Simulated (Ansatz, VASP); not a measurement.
One calculation of SnTe, two programs

```
Sn Te
1.0
     0.00000    3.17297    3.17297
     3.17297    0.00000    3.17297
     3.17297    3.17297    0.00000
Sn Te
1 1
Direct
  0.00000 0.00000 0.00000
  0.50000 0.50000 0.50000
```

Alike in both runs: task single point; functional PBE; k mesh 6 × 6 × 6; occupations fermi-dirac, width 0.02 eV; no spin polarisation.

```csv
,VASP,Ansatz
version,VASP 6.6.1,Ansatz 0.2.0
potentials or method,"VASP PAW PBE potentials, release 64 (Sn_d, Te)","plane waves, PAW"
plane-wave cutoff (eV),520,420
valence electrons in the cell,20,30
```

VASP gave:

```
pressure (GPa) : 1.2
```

What did Ansatz give for the same quantities?

Pressure (GPa): 1.3.

VASP's potentials hold 20 valence electrons a cell and Ansatz's 30, so a difference there can come from the potentials and not from the codes.

Spin-orbit coupling is off throughout.
